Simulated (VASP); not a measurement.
A run of VASP 6.6.1 is set up as follows.

The input POSCAR:

```
BN
1.0
    0.0000000000      1.8048254535      1.8221517779
    1.8048254535      0.0000000000      1.8221517779
    1.8048254535      1.8048254535      0.0000000000
B N
1 1
Direct
    0.0000000000      0.0000000000      0.0000000000
    0.2500000000      0.2500000000      0.2500000000
```

File INCAR.step1:

```
SYSTEM = BN
ALGO     = Normal         ! electronic algorithm
EDIFF    = 1E-4           ! SCF threshold, eV
ENCUT    = 520            ! plane-wave cutoff, eV
GGA      = PE             ! functional
ISMEAR   = 0              ! smearing method
LASPH    = .TRUE.         ! aspherical terms in the spheres
LCHARG   = .FALSE.        ! write CHGCAR
LREAL    = .FALSE.        ! projectors in reciprocal space
LWAVE    = .TRUE.         ! write WAVECAR
NBANDS   = 11             ! bands
NELM     = 60             ! most SCF steps
PREC     = Accurate       ! precision mode
SIGMA    = 0.01           ! smearing width, eV
```

The input INCAR.step2:

```
SYSTEM = BN
ALGO     = Normal         ! electronic algorithm
EDIFF    = 1E-6           ! SCF threshold, eV
ENCUT    = 520            ! plane-wave cutoff, eV
ISIF     = 2              ! what is computed and relaxed
ISMEAR   = 0              ! smearing method
ISTART   = 1            
LASPH    = .TRUE.         ! aspherical terms in the spheres
LCHARG   = .TRUE.         ! write CHGCAR
LELF     = .TRUE.         ! ELF
LMIXTAU  = .TRUE.       
LREAL    = .FALSE.        ! projectors in reciprocal space
LVHAR    = .TRUE.       
LWAVE    = .FALSE.        ! write WAVECAR
METAGGA  = R2SCAN         ! meta-GGA
NBANDS   = 11             ! bands
NELM     = 60             ! most SCF steps
PREC     = Accurate       ! precision mode
SIGMA    = 0.01           ! smearing width, eV
```

KPOINTS

```
k-points
0
G
  12 12 12
  0 0 0
```

Potentials or basis: VASP PAW PBE potentials, release 64 (B, N).

The run is started by

```sh
$ cat potpaw_PBE.64/B/POTCAR potpaw_PBE.64/N/POTCAR > POTCAR
$ cp INCAR.step1 INCAR
$ mpirun -np 1 vasp_std > vasp.out
$ cp INCAR.step2 INCAR
$ mpirun -np 1 vasp_std > vasp.out
```

(1) Predict the band gap on the k mesh.

(2) What does it give for the pressure?

## Answers

(1) 4.88 eV, indirect (least direct gap 9.45 eV).

(2) -2.6 GPa.

Caveat: the cell differs from its parent crystal (uniaxial z strain +1.0%); the PAW data sets were made with another functional, which shifts forces and pressure a little.
